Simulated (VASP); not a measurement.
Write the native input for VASP 6.6.1 that does the following.

```
Task                   : relaxation of cell and atoms
Functional             : PBEsol
Potentials or basis    : VASP PAW PBE potentials, release 64 (Si, C)
Cutoff                 : 600 eV
k mesh                 : 12 × 12 × 6
Occupations            : fermi-dirac, width 0.02 eV
Spin                   : no spin polarisation
Dipole correction      : no
Further INCAR settings : ALGO = Normal; EDIFF = 1e-06; IBRION = 2; EDIFFG = -0.01; NSW = 80; ISIF = 3
```

The structure of SiC (Moissanite) lies in POSCAR:

```
SiC
1.0
    3.0760000000      0.0000000000      0.0000000000
   -1.5380000000      2.6638941400      0.0000000000
    0.0000000000      0.0000000000      5.0480000000
Si C
2 2
Direct
    0.3333333300      0.6666666700      0.0000000000
    0.6666666700      0.3333333300      0.5000000000
    0.3333333300      0.6666666700      0.3850000000
    0.6666666700      0.3333333300      0.8850000000
```

One way to write it, as run:

INCAR

```
PREC = Accurate ; ENCUT = 600
EDIFF = 1E-6 ; ISMEAR = -1
SIGMA = 0.02 ; LREAL = F
LASPH = T ; NELM = 60
ALGO = Normal ; ISIF = 3
LWAVE = F ; LCHARG = F
GGA = PS ; IBRION = 2
NSW = 80 ; EDIFFG = -0.01
```

KPOINTS

```
regular mesh
0
Gamma
  12 12 6
```

Potentials or basis: VASP PAW PBE potentials, release 64 (Si, C).

The run is started by

```bash
$ cat potpaw_PBE.64/Si/POTCAR potpaw_PBE.64/C/POTCAR > POTCAR
$ mpirun -np 1 vasp_std > vasp.out
```

It gave:

The relaxed volume is 10.35 Å³/atom and the relaxed cell is a = 3.077 Å, b = 3.077 Å, c = 5.050 Å, α = 90.00°, β = 90.00°, γ = 120.00°. The space group after relaxing (to 0.05 Å) is P6_3mc (No. 186). The energy gained by relaxing is 9.0 meV/atom. The ionic steps are 7 and the pressure after relaxing is 0.0 GPa. The band gap on the k mesh is 2.12 eV, indirect (least direct gap 3.85 eV).

Caveat: the PAW data sets were made with another functional, which shifts forces and pressure a little.

Wall time 96 s on 1 thread of Intel(R) Xeon(R) Platinum 8375C CPU @ 2.90GHz (Ice Lake), with other jobs on the host, peak memory 0.2 GiB.
